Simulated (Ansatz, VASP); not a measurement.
## One calculation of MoSe, two programs

```
CELL_PARAMETERS angstrom
3.53123 0.00000 0.00000
0.00000 3.53123 0.00000
0.00000 0.00000 3.53123
ATOMIC_POSITIONS crystal
Mo 0.00000 0.00000 0.00000
Se 0.50000 0.50000 0.50000
```

Alike in both runs: task single point; functional r2SCAN; k mesh 12 × 12 × 12; occupations gaussian, width 0.1 eV; collinear spin; Hubbard terms Mo d U = 4.38 eV.

|  | VASP | Ansatz |
| --- | --- | --- |
| version | VASP 6.6.1 | Ansatz 0.2.0 |
| potentials or method | VASP PAW PBE potentials, release 64 (Mo_sv, Se), cutoff 520 eV | scalar-relativistic, plane waves, PAW |
| valence electrons in the cell | 20 | 30 |

|  | VASP | Ansatz | Ansatz less VASP |
| --- | --- | --- | --- |
| gap on the k mesh at the Fermi level (eV) | none | none | - |
| pressure (GPa) | -2.4 | 0.0 | +2.47 |
| net moment per atom (μB) | 2.00 | 2.00 | 0.000 |
| size of the moment on the site where the two differ most (μB) | 0.28 | 0.44 | +0.162 |

VASP's potentials were made for PBE, not for r2SCAN. Site moments also hang on the region over which each program counts them. The programs project onto different local orbitals, so the same U acts differently, and such runs can settle in different states. A gap of «none» marks a metal or a gap that the smearing closes. VASP's potentials hold 20 valence electrons a cell and Ansatz's 30, so a difference there can come from the potentials and not from the codes. Ansatz's warnings: filled band counts differ across k points, stability check not made.
